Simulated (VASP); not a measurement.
# Cs (Im-3m) in VASP: notebook

The runs below take Cs through single point, with r2SCAN, BLYP, PBE, RPBE.

All numbers are computed with VASP 6.6.1; they aren't measurements. Logs are shortened: lines on timing, memory, paths and dates and some standing lists are left out, and cuts for length are marked.

### 1 The cell of the first run

The structure is cubic, space group Im-3m (No. 229). Conventional cell: a = 6.257 Å, b = 6.257 Å, c = 6.257 Å, α = 90.00°, β = 90.00°, γ = 90.00°.

### 2 Single point, r2SCAN, non-collinear spin, zero start, spin-orbit coupling

File POSCAR:

```
Cs
1.0
   -3.1284650614      3.1284650614      3.1284650614
    3.1284650614     -3.1284650614      3.1284650614
    3.1284650614      3.1284650614     -3.1284650614
Cs
1
Direct
    0.0000000000      0.0000000000      0.0000000000
```

File INCAR.step1:

```
SYSTEM = Cs
  ALGO = Normal
  EDIFF = 1E-4
  ENCUT = 520
  GGA = PE
  GGA_COMPAT = .FALSE.
  ISMEAR = 1
  LASPH = .TRUE.
  LCHARG = .FALSE.
  LREAL = .FALSE.
  LSORBIT = .TRUE.
  LWAVE = .TRUE.
  MAGMOM = 0 0 0
  NBANDS = 20
  NELM = 150
  PREC = Accurate
  SIGMA = 0.15
```

File INCAR.step2:

```
SYSTEM = Cs
  ALGO = Normal
  EDIFF = 1E-6
  ENCUT = 520
  GGA_COMPAT = .FALSE.
  ISIF = 2
  ISMEAR = 1
  ISTART = 1
  LASPH = .TRUE.
  LCHARG = .TRUE.
  LMIXTAU = .TRUE.
  LORBIT = 11
  LORBMOM = .TRUE.
  LREAL = .FALSE.
  LSORBIT = .TRUE.
  LVHAR = .TRUE.
  LWAVE = .FALSE.
  MAGMOM = 0 0 0
  METAGGA = R2SCAN
  NBANDS = 20
  NELM = 150
  PREC = Accurate
  SIGMA = 0.15
```

File KPOINTS:

```
k-points
0
G
  6 6 6
  0 0 0
```

Potentials or basis: VASP PAW PBE potentials, release 64 (Cs_sv).

Run with:

```console
$ cat potpaw_PBE.64/Cs_sv/POTCAR > POTCAR
$ cp INCAR.step1 INCAR
$ mpirun -np 1 vasp_ncl > vasp.out
$ cp INCAR.step2 INCAR
$ mpirun -np 1 vasp_ncl > vasp.out
```

OUTCAR:

```text
SYSTEM = Cs
   EDIFF = 1E-6
   ENCUT = 520
   ISIF = 2
   ISMEAR = 1
   ISTART = 1
   LASPH = .TRUE.
   LORBIT = 11
   LREAL = .FALSE.
   LSORBIT = .TRUE.
   METAGGA = R2SCAN
   NELM = 150
   PREC = Accurate

 ion  position               nearest neighbor table
   1  0.000  0.000  0.000-

  LATTYP: Found a body centered cubic cell.
 ALAT       =     6.2569301228

  Lattice vectors:

 A1 = (  -3.1284650614,   3.1284650614,   3.1284650614)
 A2 = (   3.1284650614,  -3.1284650614,   3.1284650614)
 A3 = (   3.1284650614,   3.1284650614,  -3.1284650614)

Analysis of symmetry for initial positions (statically):
=====================================================================
 Subroutine PRICEL returns:
 Original cell was already a primitive cell.

 Routine SETGRP: Setting up the symmetry group for a
 body centered cubic supercell.

 Subroutine GETGRP returns: Found 48 space group operations
 (whereof 48 operations were pure point group operations)
 out of a pool of 48 trial point group operations.

The static configuration has the point symmetry O_h .

Analysis of symmetry for dynamics (positions and initial velocities):
=====================================================================
 Subroutine PRICEL returns:
 Original cell was already a primitive cell.

 Routine SETGRP: Setting up the symmetry group for a
 body centered cubic supercell.

 Subroutine GETGRP returns: Found 48 space group operations
 (whereof 48 operations were pure point group operations)
 out of a pool of 48 trial point group operations.

The dynamic configuration has the point symmetry O_h .

Analysis of structural, dynamic, and magnetic symmetry:
=====================================================================
 Subroutine PRICEL returns:
 Original cell was already a primitive cell.

 Routine SETGRP: Setting up the symmetry group for a
 body centered cubic supercell.

 Subroutine GETGRP returns: Found 48 space group operations
 (whereof 48 operations were pure point group operations)
 out of a pool of 48 trial point group operations.

The overall configuration has the point symmetry O_h .

 Subroutine INISYM returns: Found 48 space group operations
 (whereof 48 operations are pure point group operations),
 and found     1 'primitive' translations

----------------------------------------------------------------------------------------

                                     Primitive cell
[... 139 lines left out ...]
  band No.  band energies     occupation
      1     -24.4423      1.00000
      2     -24.4423      1.00000
      3     -11.8916      1.00000
      4     -11.8916      1.00000
      5     -10.3188      1.00000
      6     -10.3188      1.00000
[... 357 lines left out ...]
     19       5.0091      0.00000
     20       5.0092      0.00000

------------------------ aborting loop because EDIFF is reached ----------------------------------------

  FORCE on cell =-STRESS in cart. coord.  units (eV):
  Direction    XX          YY          ZZ          XY          YZ          ZX
  --------------------------------------------------------------------------------------
  -------------------------------------------------------------------------------------
  Total        0.0103991      0.0103991      0.0103991      0.0000000      0.0000000     -0.0000000
  in kB        0.1360354      0.1360354      0.1360354      0.0000000      0.0000000     -0.0000000
  external PRESSURE =       0.1360354 kB  Pullay stress =       0.0000000 kB

 VOLUME and BASIS-vectors are now :
 -----------------------------------------------------------------------------
  energy-cutoff  :      520.00
  volume of cell :      122.48
      direct lattice vectors                 reciprocal lattice vectors
    -3.128465061  3.128465061  3.128465061     0.000000000  0.159822785  0.159822785
     3.128465061 -3.128465061  3.128465061     0.159822785  0.000000000  0.159822785
     3.128465061  3.128465061 -3.128465061     0.159822785  0.159822785  0.000000000

 POSITION                                       TOTAL-FORCE (eV/Angst)
 -----------------------------------------------------------------------------------
      0.00000      0.00000      0.00000        -0.000000      0.000000     -0.000000
 -----------------------------------------------------------------------------------
    total drift:                               -0.000000     -0.000000      0.000000

  FREE ENERGIE OF THE ION-ELECTRON SYSTEM (eV)
  ---------------------------------------------------
  free  energy   TOTEN  =       -25.1603952679 eV

  energy  without entropy=      -25.1524807008  energy(sigma->0) =      -25.15775708

 orbital moment (x)

 # of ion     p       d       tot
 ----------------------------------------
  1         0.000  -0.000  -0.000
 ----------------------------------------
            0.000  -0.000  -0.000

 orbital moment (y)

 # of ion     p       d       tot
 ----------------------------------------
  1         0.000  -0.000  -0.000
 ----------------------------------------
            0.000  -0.000  -0.000

 orbital moment (z)

 # of ion     p       d       tot
 ----------------------------------------
  1         0.000   0.000   0.000
 ----------------------------------------
            0.000   0.000   0.000

 Spin-Orbit-Coupling matrix elements

 Ion:    1  E_soc:     -0.3081000
 l=   1
     0.0000000    -0.0513492    -0.0513492
    -0.0513492     0.0000000    -0.0513492
    -0.0513492    -0.0513492     0.0000000
 l=   2
     0.0000000     0.0000009     0.0000000     0.0000009    -0.0000017
     0.0000009     0.0000000    -0.0000013     0.0000009    -0.0000004
     0.0000000    -0.0000013     0.0000000    -0.0000013     0.0000000
     0.0000009     0.0000009    -0.0000013     0.0000000    -0.0000004
    -0.0000017    -0.0000004     0.0000000    -0.0000004     0.0000000
 l=   3
     0.0000000     0.0000000     0.0000000     0.0000000     0.0000000     0.0000000     0.0000000
     0.0000000     0.0000000     0.0000000     0.0000000     0.0000000     0.0000000     0.0000000
     0.0000000     0.0000000     0.0000000     0.0000000     0.0000000     0.0000000     0.0000000
     0.0000000     0.0000000     0.0000000     0.0000000     0.0000000     0.0000000     0.0000000
     0.0000000     0.0000000     0.0000000     0.0000000     0.0000000     0.0000000     0.0000000
     0.0000000     0.0000000     0.0000000     0.0000000     0.0000000     0.0000000     0.0000000
     0.0000000     0.0000000     0.0000000     0.0000000     0.0000000     0.0000000     0.0000000

 total charge

# of ion       s       p       d       tot
------------------------------------------
    1        1.867   4.699   0.007   6.574

 magnetization (x)

# of ion       s       p       d       tot
------------------------------------------
    1        0.000   0.000  -0.000  -0.000

 magnetization (y)

# of ion       s       p       d       tot
------------------------------------------
    1        0.000   0.000  -0.000   0.000

 magnetization (z)

# of ion       s       p       d       tot
------------------------------------------
    1        0.000   0.000  -0.000  -0.000
```

OSZICAR.step1:

```text
N       E                     dE             d eps       ncg     rms          rms(c)
DAV:   1     0.632470598361E+02    0.63247E+02   -0.28981E+03   640   0.666E+02
DAV:   2     0.838373918546E+01   -0.54863E+02   -0.52068E+02   896   0.118E+02
DAV:   3    -0.791918900862E+00   -0.91757E+01   -0.90391E+01   780   0.515E+01
DAV:   4    -0.997953328275E+00   -0.20603E+00   -0.20595E+00   780   0.897E+00
DAV:   5    -0.999486856434E+00   -0.15335E-02   -0.15335E-02   816   0.787E-01    0.330E-01
DAV:   6    -0.100016331589E+01   -0.67646E-03   -0.12771E-03   780   0.193E-01    0.204E-01
DAV:   7    -0.100059791890E+01   -0.43460E-03   -0.32076E-04   760   0.968E-02    0.105E-01
DAV:   8    -0.100125059874E+01   -0.65268E-03   -0.14112E-03   684   0.208E-01    0.240E-02
DAV:   9    -0.100129327122E+01   -0.42672E-04   -0.61297E-05   604   0.429E-02
   1 F= -.10012933E+01 E0= -.99837629E+00  d E =-.875094E-02  mag=    -0.0000     0.0000     0.0000
```

It took 6.8 min on 1 thread of Intel Xeon Platinum 8259CL at 2.50GHz (Skylake/Cascade Lake), shared host; peak memory 0.61 GiB.

Results:

```
Free energy                                           : -25.1604 eV
Pressure                                              : 0.0 GPa
Net moment                                            : 0.00 μB per cell
Valence electrons inside the program's atomic spheres : Cs 6.57
```

Moments on the atoms (μB; x, y, z):
```
Cs  0.00 0.00 0.00
```

Caveat: the PAW data sets were made with another functional, which shifts forces and pressure a little.

### 3 Single point, BLYP, non-collinear spin, zero start, spin-orbit coupling

This run uses another cell than the first one: it holds 2 atoms, not 1.

File INCAR:

```
PREC = Accurate
ENCUT = 520
EDIFF = 1E-7
ISMEAR = -1
SIGMA = 0.025
LREAL = F
LASPH = T
NELM = 150
ALGO = Fast
ISIF = 2
LWAVE = F
LCHARG = F
MAGMOM = 0 0 0 0 0 0
LORBIT = 11
LSORBIT = T
GGA_COMPAT = F
LORBMOM = T
GGA = B5
ALDAX = 1.0
AGGAX = 1.0
AGGAC = 1.0
ALDAC = 0.0
NBANDS = 30
```

File KPOINTS:

```
Automatic mesh
0
Gamma
  5 5 5
```

File POSCAR:

```
Cs
1.0
    6.2569301200      0.0000000000      0.0000000000
    0.0000000000      6.2569301200      0.0000000000
    0.0000000000      0.0000000000      6.2569301200
Cs
2
Direct
    0.0000000000      0.0000000000      0.0000000000
    0.5000000000      0.5000000000      0.5000000000
```

Potentials or basis: VASP PAW PBE potentials, release 64 (Cs_sv).

Run with:

```console
$ cat potpaw_PBE.64/Cs_sv/POTCAR > POTCAR
$ mpirun -np 1 vasp_ncl > vasp.out
```

OUTCAR:

```text
PREC = Accurate
   ENCUT = 520
   EDIFF = 1E-7
   ISMEAR = -1
   LREAL = F
   LASPH = T
   NELM = 150
   ISIF = 2
   LORBIT = 11
   LSORBIT = T
   GGA = B5

 ion  position               nearest neighbor table
   1  0.000  0.000  0.000-
   2  0.500  0.500  0.500-

  LATTYP: Found a simple cubic cell.
 ALAT       =     6.2569301200

  Lattice vectors:

 A1 = (   6.2569301200,   0.0000000000,   0.0000000000)
 A2 = (   0.0000000000,   6.2569301200,   0.0000000000)
 A3 = (   0.0000000000,   0.0000000000,   6.2569301200)
[... 634 lines left out ...]
     0.0000000    -0.0000029     0.0000000    -0.0000029     0.0000000
     0.0000006     0.0000006    -0.0000029     0.0000000    -0.0000010
    -0.0000038    -0.0000010     0.0000000    -0.0000010     0.0000000
 l=   3
     0.0000000     0.0000000     0.0000000     0.0000000     0.0000000     0.0000000     0.0000000
     0.0000000     0.0000000     0.0000000     0.0000000     0.0000000     0.0000000     0.0000000
     0.0000000     0.0000000     0.0000000     0.0000000     0.0000000     0.0000000     0.0000000
     0.0000000     0.0000000     0.0000000     0.0000000     0.0000000     0.0000000     0.0000000
     0.0000000     0.0000000     0.0000000     0.0000000     0.0000000     0.0000000     0.0000000
     0.0000000     0.0000000     0.0000000     0.0000000     0.0000000     0.0000000     0.0000000
     0.0000000     0.0000000     0.0000000     0.0000000     0.0000000     0.0000000     0.0000000

 total charge

# of ion       s       p       d       tot
------------------------------------------
    1        1.912   4.639   0.010   6.560
    2        1.912   4.639   0.010   6.560
--------------------------------------------------
tot          3.823   9.278   0.019  13.121

 magnetization (x)

# of ion       s       p       d       tot
------------------------------------------
    1        0.000  -0.000   0.000  -0.000
    2        0.000  -0.000   0.000  -0.000
--------------------------------------------------
tot          0.000  -0.000   0.000  -0.000

 magnetization (y)

# of ion       s       p       d       tot
------------------------------------------
    1       -0.000  -0.000  -0.000  -0.000
    2        0.000   0.000   0.000   0.000
--------------------------------------------------
tot          0.000  -0.000  -0.000   0.000

 magnetization (z)

# of ion       s       p       d       tot
------------------------------------------
    1        0.000  -0.000   0.000   0.000
    2       -0.000  -0.000  -0.000  -0.000
--------------------------------------------------
tot         -0.000  -0.000   0.000   0.000
```

stdout:

```text
POSCAR found type information on POSCAR Cs
 POSCAR found :  1 types and       2 ions
 scaLAPACK will be used
 -----------------------------------------------------------------------------
|                                                                             |
|                                                                             |
|     You enforced a specific xc type in the INCAR file but a different       |
|     I HOPE YOU KNOW WHAT YOU ARE DOING!                                     |
|                                                                             |
 -----------------------------------------------------------------------------

 LDA part: xc-table for (Slater(with rela. corr.)+VWN5), standard interpolation
 POSCAR, INCAR and KPOINTS ok, starting setup
 FFT: planning ... GRIDC
 FFT: planning ... GRID_SOFT
 FFT: planning ... GRID
 WAVECAR not read
 entering main loop
```

Run time: 3.9 min. Hardware: 1 thread of AMD EPYC 7R43 (Zen 3), shared host; peak memory 0.71 GiB.

What came out:

| Item | Value |
| --- | --- |
| Free energy | -1.3601 eV |
| Pressure | 0.0 GPa |
| Net moment | 0.00 μB per cell |
| Valence electrons inside the program's atomic spheres | Cs 6.56 |

Moments on the atoms (μB; x, y, z):
```
Cs  0.00 0.00 0.00
Cs  0.00 0.00 0.00
```

Caveat: the PAW data sets were made with another functional, which shifts forces and pressure a little.

### 4 Single point, PBE

File INCAR:

```
PREC = Accurate
ENCUT = 520
EDIFF = 1E-6
ISMEAR = 0
SIGMA = 0.02
LREAL = False
LASPH = True
NELM = 60
ALGO = Fast
ISIF = 2
LWAVE = False
LCHARG = False
GGA = PE
NBANDS = 10
```

File KPOINTS:

```
regular mesh
0
Gamma
  6 6 6
```

File POSCAR:

```
Cs
1.0
   -3.1284650614      3.1284650614      3.1284650614
    3.1284650614     -3.1284650614      3.1284650614
    3.1284650614      3.1284650614     -3.1284650614
Cs
1
Direct
    0.0000000000      0.0000000000      0.0000000000
```

Run with:

```console
$ cat potpaw_PBE.64/Cs_sv/POTCAR > POTCAR
$ mpirun -np 1 vasp_std > vasp.out
```

It took 25 s on 1 thread of Intel Xeon 8259CL, shared host; peak memory 0.23 GiB.

The run converged. Its results:

```yaml
Free_energy: -0.8321 eV
Pressure: -0.1 GPa
Band_gap_on_the_k_mesh: zero (an odd number of electrons rules out a gap without spin polarisation)
```

Levels at points of the mesh, in eV from the Fermi level:
```csv
k point,band 1,band 2,band 3,band 4,band 5,band 6,band 7,band 8,band 9
"(0.00, 0.00, 0.00)",-23.91,-10.67,-10.67,-10.67,-1.64,2.43,2.43,2.43,3.25
"(0.50, 0.00, 0.00)",-23.91,-10.78,-10.70,-10.67,0.04,0.79,1.63,3.06,3.67
"(0.50, 0.50, 0.50)",-23.91,-10.75,-10.75,-10.75,0.68,0.68,2.83,2.83,2.83
```

Caveat: spin-orbit coupling is left out, which moves the levels of the heavy elements.

### 5 Single point, RPBE

File INCAR:

```
SYSTEM = Cs
  PREC = Accurate
  ENCUT = 520
  EDIFF = 1E-6
  ISMEAR = 0
  SIGMA = 0.02
  LREAL = .False.
  LASPH = .True.
  NELM = 100
  ALGO = Fast
  ISIF = 2
  LWAVE = .False.
  LCHARG = .False.
  GGA = RP
  NBANDS = 10
```

File KPOINTS:

```
Automatic mesh
0
Gamma
  6 6 6
  0 0 0
```

POSCAR is that of step 4.

Run with:

```console
$ cat potpaw_PBE.64/Cs_sv/POTCAR > POTCAR
$ mpirun -np 1 vasp_std > vasp.out
```

Wall time 29 s (1 thread of Intel Xeon 8259CL, shared host); peak memory 0.23 GiB.

It converged, with:

- Free energy: -0.7174 eV
- Pressure: 0.1 GPa
- Band gap on the k mesh: zero (an odd number of electrons rules out a gap without spin polarisation)

Levels at points of the mesh, in eV from the Fermi level:
| k point | band 1 | band 2 | band 3 | band 4 | band 5 | band 6 | band 7 | band 8 |
| --- | --- | --- | --- | --- | --- | --- | --- | --- |
| (0.00, 0.00, 0.00) | -23.98 | -10.74 | -10.74 | -10.74 | -1.63 | 2.47 | 2.47 | 2.47 |
| (0.50, 0.00, 0.00) | -23.97 | -10.85 | -10.78 | -10.74 | 0.05 | 0.75 | 1.64 | 3.10 |
| (0.50, 0.50, 0.50) | -23.97 | -10.82 | -10.82 | -10.82 | 0.66 | 0.66 | 2.84 | 2.84 |

Caveat: the PAW data sets were made with another functional, which shifts forces and pressure a little; spin-orbit coupling is left out, which moves the levels of the heavy elements.

### 6 Single point, PBE

This run uses another cell than the first one, of 25.78 Å³/atom.

File INCAR:

```
PREC = Accurate
ENCUT = 520
EDIFF = 1E-6
ISMEAR = -1
SIGMA = 0.05
LREAL = False
LASPH = True
NELM = 100
ALGO = Normal
ISIF = 2
LWAVE = False
LCHARG = False
GGA = PE
NBANDS = 10
```

File KPOINTS:

```
Automatic mesh
0
Gamma
  6 6 6
```

File POSCAR:

```
Cs
1.0
   -1.8609867992      1.8609867992      1.8609867992
    1.8609867992     -1.8609867992      1.8609867992
    1.8609867992      1.8609867992     -1.8609867992
Cs
1
Direct
    0.0000000000      0.0000000000      0.0000000000
```

Potentials or basis: VASP PAW PBE potentials, release 64 (Cs_sv).

Run with:

```console
$ cat potpaw_PBE.64/Cs_sv/POTCAR > POTCAR
$ mpirun -np 1 vasp_std > vasp.out
```

It took 2.1 s on 1 thread of Intel Xeon 6975P-C (Granite Rapids), shared host; peak memory 0.13 GiB.

It converged, with:

```
Free energy            : 1.5622 eV
Pressure               : 31.9 GPa
Band gap on the k mesh : zero (an odd number of electrons rules out a gap without spin polarisation)
```

Levels at points of the mesh, in eV from the Fermi level:
| k point | band 1 | band 2 | band 3 | band 4 | band 5 | band 6 | band 7 | band 8 | band 9 |
| --- | --- | --- | --- | --- | --- | --- | --- | --- | --- |
| (0.00, 0.00, 0.00) | -25.73 | -8.35 | -8.35 | -8.35 | 0.60 | 3.51 | 3.51 | 3.51 | 6.45 |
| (0.50, 0.00, 0.00) | -24.04 | -14.40 | -10.21 | -8.68 | -1.23 | 0.38 | 7.92 | 8.51 | 8.85 |
| (0.50, 0.50, 0.50) | -22.92 | -12.29 | -12.29 | -12.29 | -2.84 | -2.84 | 11.90 | 11.90 | 11.90 |

Caveat: the k points lie up to 0.40 Å⁻¹ apart, too coarse for converged energies and pressures of a metal; spin-orbit coupling is left out, which moves the levels of the heavy elements.

### 7 The runs side by side

| level | spin | cell | k mesh | smearing | gap on the mesh (eV) | pressure (GPa) | moment (μB) |
| --- | --- | --- | --- | --- | --- | --- | --- |
| r2SCAN | non-collinear, zero start, SOC | a = 5.419 Å, angles 109.5°, 1 atom, atomic positions A | 6 × 6 × 6 | methfessel-paxton 0.15 eV | - | 0.0 | 0.00 |
| BLYP | non-collinear, zero start, SOC | a = 6.257 Å, 2 atoms, atomic positions B | 5 × 5 × 5 | fermi-dirac 0.025 eV | - | 0.0 | 0.00 |
| PBE | off | a = 5.419 Å, angles 109.5°, 1 atom, atomic positions A | 6 × 6 × 6 | gaussian 0.02 eV | none | -0.1 | - |
| RPBE | off | a = 5.419 Å, angles 109.5°, 1 atom, atomic positions A | 6 × 6 × 6 | gaussian 0.02 eV | none | 0.1 | - |
| PBE | off | a = 3.223 Å, angles 109.5°, 1 atom, atomic positions A | 6 × 6 × 6 | fermi-dirac 0.05 eV | none | 31.9 | - |

Alike in all rows: task single point; potentials or basis VASP PAW PBE potentials, release 64 (Cs_sv); cutoff (eV) 520.

Caveats: some runs use coarse meshes; the PAW data sets were made with another functional, which shifts forces and pressure a little (at least some runs); spin-orbit coupling is left out, which moves the levels of the heavy elements (at least some runs).

Absolute energies hang on the potentials; compare differences alone.
